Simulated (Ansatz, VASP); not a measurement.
**K2IF: VASP beside Ansatz**

```
F I K
1.0
     2.15155    1.24220    7.35187
    -2.15155    1.24220    7.35187
     0.00000   -2.48440    7.35187
F I K
1 1 2
Direct
  0.00000 0.00000 0.00000
  0.50000 0.50000 0.50000
  0.27041 0.27041 0.27041
  0.72959 0.72959 0.72959
```

Alike in both runs: task single point; functional PBE; k mesh 6 × 6 × 6; no spin polarisation.

```csv
,VASP,Ansatz
version,VASP 6.6.1,Ansatz 0.2.0
potentials or method,"VASP PAW PBE potentials, release 64 (F, I, K_sv)","plane waves, PAW"
plane-wave cutoff (eV),520,420
occupations,"gaussian, width 0.01 eV",fixed
valence electrons in the cell,32,42
```

|  | VASP | Ansatz | Ansatz less VASP |
| --- | --- | --- | --- |
| gap on the k mesh at the Fermi level (eV) | 3.16 | 3.16 | +0.004 |
| pressure (GPa) | 1.2 | 1.2 | -0.01 |
| traceless stress, the component that is largest in VASP (GPa) | 0.09 | 0.08 | -0.006 |
| rms of the force components (eV/Å) | 0.032 | 0.032 | 0.0000 |

Atom by atom the forces differ by 0.000 eV/Å (rms over components). VASP's potentials hold 32 valence electrons a cell and Ansatz's 42, so a difference there can come from the potentials and not from the codes.

Spin-orbit coupling is off throughout.
